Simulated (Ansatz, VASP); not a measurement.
One calculation of Sc3Re, two programs

Contents of INCAR:

```
SYSTEM = Sc3Re
PREC = Accurate ; ENCUT = 520
EDIFF = 1E-6 ; ISMEAR = 0
SIGMA = 0.1 ; LREAL = .False.
LASPH = .True. ; NELM = 150
ALGO = Fast ; ISIF = 2
LWAVE = .False. ; LCHARG = .True.
ISPIN = 2 ; MAGMOM = 1 1 1 1
LORBIT = 11 ; LMAXMIX = 4
GGA = PE ; LELF = .True.
LVHAR = .True. ; NBANDS = 32
```

File KPOINTS:

```
regular mesh
0
Gamma
  3 3 6
  0 0 0
```

Contents of POSCAR:

```
Sc3Re
1.0
    5.7673172667      0.0000000000      0.0000000000
   -2.8836586333      4.9946432646      0.0000000000
    0.0000000000      0.0000000000      2.8178567024
Sc Re
3 1
Direct
    0.5000000000      0.0000000000      0.5000000000
    0.0000000000      0.5000000000      0.5000000000
    0.5000000000      0.5000000000      0.5000000000
    0.0000000000      0.0000000000      0.5000000000
```

Input for Ansatz:

```yaml
crystal:
  lattice:
    - [5.7673172667, 0.0, 0.0]
    - [-2.8836586333, 4.9946432646, 0.0]
    - [0.0, 0.0, 2.8178567024]
  atoms:
    - { symbol: Sc, position: [0.5, 0.0, 0.5], spin: 1.0 }
    - { symbol: Sc, position: [0.0, 0.5, 0.5], spin: 1.0 }
    - { symbol: Sc, position: [0.5, 0.5, 0.5], spin: 1.0 }
    - { symbol: Re, position: [0.0, 0.0, 0.5], spin: 1.0 }
basis:
  ecutwfc: 420
kpoints:
  mp_grid: { grid: [3, 3, 6] }
hamiltonian:
  xc: pbe
scf:
  occupations: { method: gaussian, width: 0.1 }
  lower_state_search: "off"
output:
  forces: true
  stress: true
  eigenvalues: true
  populations: true
magnetization:
  spin_polarized: true
```

Alike in both runs: task single point; functional PBE; k mesh 3 × 3 × 6; occupations gaussian, width 0.1 eV; collinear spin.

|  | VASP | Ansatz |
| --- | --- | --- |
| version | VASP 6.6.1 | Ansatz 0.2.0 |
| potentials or method | VASP PAW PBE potentials, release 64 (Sc_sv, Re), cutoff 520 eV | scalar-relativistic, plane waves, PAW |
| valence electrons in the cell | 40 | 48 |

|  | VASP | Ansatz | Ansatz less VASP |
| --- | --- | --- | --- |
| gap on the k mesh at the Fermi level (eV) | none | none | - |
| pressure (GPa) | -0.1 | -0.1 | +0.03 |
| traceless stress, the component that is largest in VASP (GPa) | 0.17 | 0.14 | -0.027 |
| net moment per atom (μB) | 0.00 | 0.00 | 0.000 |

A gap of «none» marks a metal or a gap that the smearing closes. The functional is the same, so the differences come from potentials, cutoffs and numerics. VASP's potentials hold 40 valence electrons a cell and Ansatz's 48, so a difference there can come from the potentials and not from the codes. Ansatz's warnings: seeded moment not kept.

The k mesh is coarse, so the values compare programs but aren't converged. Spin-orbit coupling is off throughout.
